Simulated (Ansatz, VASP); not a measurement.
Lu in VASP and in Ansatz

The input INCAR:

```
PREC     = Accurate       # precision mode
ENCUT    = 520            # plane-wave cutoff, eV
EDIFF    = 1E-7           # SCF threshold, eV
ISMEAR   = -1             # smearing method
SIGMA    = 0.05           # smearing width, eV
LREAL    = False          # projectors in reciprocal space
LASPH    = True           # aspherical terms in the spheres
NELM     = 60             # most SCF steps
ALGO     = Normal         # electronic algorithm
ISIF     = 2              # what is computed and relaxed
LWAVE    = False          # write WAVECAR
LCHARG   = False          # write CHGCAR
GGA      = PE             # functional
NBANDS   = 32             # bands
```

Contents of KPOINTS:

```
regular mesh
0
Gamma
  9 9 5
```

The input POSCAR:

```
Lu
1.0
    3.4795885533      0.0000000000      0.0000000000
   -1.7397942767      3.0134120819      0.0000000000
    0.0000000000      0.0000000000      5.5136445151
Lu
2
Direct
    0.6666666667      0.3333333333      0.7500000000
    0.3333333333      0.6666666667      0.2500000000
```

input.yaml

```yaml
crystal:
  lattice:
    - [3.4795885533, 0.0, 0.0]
    - [-1.7397942767, 3.0134120819, 0.0]
    - [0.0, 0.0, 5.5136445151]
  atoms:
    - { symbol: Lu, position: [0.6666666667, 0.3333333333, 0.75] }
    - { symbol: Lu, position: [0.3333333333, 0.6666666667, 0.25] }
kpoints:
  mp_grid: { grid: [9, 9, 5] }
scf:
  occupations: { method: fermi_dirac, width: 0.05 }
hamiltonian:
  xc: pbe
  pseudopotentials: { kind: all_electron, lapw: { basis_error: 0.0005 } }
output:
  forces: true
  stress: true
  eigenvalues: true
```

Change from the starting cell: volume scaled by 0.98.

Alike in both runs: task single point; functional PBE; k mesh 9 × 9 × 5; occupations fermi-dirac, width 0.05 eV; no spin polarisation.

|  | VASP | Ansatz |
| --- | --- | --- |
| version | VASP 6.6.1 | Ansatz 0.2.0 |
| potentials or method | VASP PAW PBE potentials, release 64 (Lu), cutoff 520 eV | all-electron LAPW, scalar-relativistic |

|  | VASP | Ansatz | Ansatz less VASP |
| --- | --- | --- | --- |
| gap on the k mesh at the Fermi level (eV) | none | none | - |
| pressure (GPa) | 0.5 | 0.4 | -0.14 |
| traceless stress, the component that is largest in VASP (GPa) | -0.71 | -0.71 | -0.002 |

A gap of «none» marks a metal or a gap that the smearing closes. Ansatz ran all-electron here, and VASP with PAW potentials.

Spin-orbit coupling is off throughout.
